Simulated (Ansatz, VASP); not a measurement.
**InSe: VASP beside Ansatz**

Contents of POSCAR:

```
InSe
1.0
    5.8263928781     -2.0546489550      0.0000000000
    5.8263928781      2.0546489550      0.0000000000
   -1.7232330140      0.0000000000      4.7713478577
In Se
2 2
Direct
    0.8882032500      0.8882032500      0.0468413600
    0.1117967500      0.1117967500      0.9531586400
    0.6609275900      0.6609275900      0.6689556200
    0.3390724100      0.3390724100      0.3310443800
```

Contents of INCAR.step1:

```
SYSTEM = InSe
ALGO = Normal
EDIFF = 1E-5
ENCUT = 520
GGA = PE
ISIF = 2
ISMEAR = -1
LASPH = .True.
LCHARG = .False.
LREAL = .False.
LUSENCCL = .False.
LWAVE = .True.
NBANDS = 27
NELM = 60
PREC = Accurate
SIGMA = 0.05
```

The input INCAR.step2:

```
SYSTEM = InSe
AEXX = 0.5
ALGO = Normal
EDIFF = 1E-6
ENCUT = 520
ISIF = 2
ISMEAR = -1
ISTART = 1
LASPH = .True.
LCHARG = .False.
LHFCALC = .True.
LMIXTAU = .True.
LREAL = .False.
LUSENCCL = .False.
LWAVE = .False.
METAGGA = R2SCAN
NBANDS = 27
NELM = 60
PREC = Accurate
PRECFOCK = Normal
SIGMA = 0.05
```

The input KPOINTS:

```
k-points
0
Gamma
  4 4 3
  0 0 0
```

input

```
crystal:
  lattice:
    - [5.8263928781, -2.054648955, 0.0]
    - [5.8263928781, 2.054648955, 0.0]
    - [-1.723233014, 0.0, 4.7713478577]
  atoms:
    - { symbol: In, position: [0.88820325, 0.88820325, 0.04684136] }
    - { symbol: In, position: [0.11179675, 0.11179675, 0.95315864] }
    - { symbol: Se, position: [0.66092759, 0.66092759, 0.66895562] }
    - { symbol: Se, position: [0.33907241, 0.33907241, 0.33104438] }
hamiltonian:
  xc: r2scan50
  pseudopotentials: { kind: paw }
kpoints:
  mp_grid: { grid: [4, 4, 3] }
  band_path:
    path:
      - [[0.0, 0.5, 0.0], [0.0, 0.0, 0.0], [0.0, 0.0, -0.5]]
      - [[0.0, 0.5, -0.5], [0.0, 0.0, 0.0], [-0.5, -0.5, 0.5]]
      - [[-0.5, 0.0, 0.5], [0.0, 0.0, 0.0], [-0.5, -0.5, 0.0]]
      - [[-0.5, 0.0, 0.0], [0.0, 0.0, 0.0]]
    npoints: 4
scf:
  occupations: { method: fermi_dirac, width: 0.05 }
  n_extra_bands: 10
output:
  forces: true
  stress: true
  eigenvalues: true
  fatbands: false
```

Alike in both runs: functional r2SCAN50; k mesh 4 × 4 × 3; occupations fermi-dirac, width 0.05 eV; no spin polarisation.

```csv
,VASP,Ansatz
version,VASP 6.6.1,Ansatz 0.2.0
potentials or method,"VASP PAW PBE potentials, release 64 (In_d, Se)",Ansatz PAW
plane-wave cutoff (eV),520,500
valence electrons in the cell,38,58
task,single point,band structure
```

VASP gave:

```
gap on the k mesh at the Fermi level (eV)                     : 4.29
least direct gap on the mesh (eV)                             : 4.38
pressure (GPa)                                                : -2.7
traceless stress, the component that is largest in VASP (GPa) : -0.32
rms of the force components (eV/Å)                            : 0.221
```

Question: Which values does Ansatz return?

Answer: gap on the k mesh at the Fermi level (eV): 4.22; least direct gap on the mesh (eV): 4.31; pressure (GPa): -2.4; traceless stress, the component that is largest in VASP (GPa): -0.36; rms of the force components (eV/Å): 0.211.

VASP's potentials were made for PBE, not for r2SCAN50. Atom by atom the forces differ by 0.011 eV/Å (rms over components). With one functional, cell and mesh, what is left measures potentials, basis and numerics. VASP's potentials hold 38 valence electrons a cell and Ansatz's 58, so a difference there can come from the potentials and not from the codes.

The k mesh is coarse, so the values compare programs but aren't converged. Noted on Ansatz's run: the k mesh misses the band edges, so the gap on the mesh is wider than the one along the path.
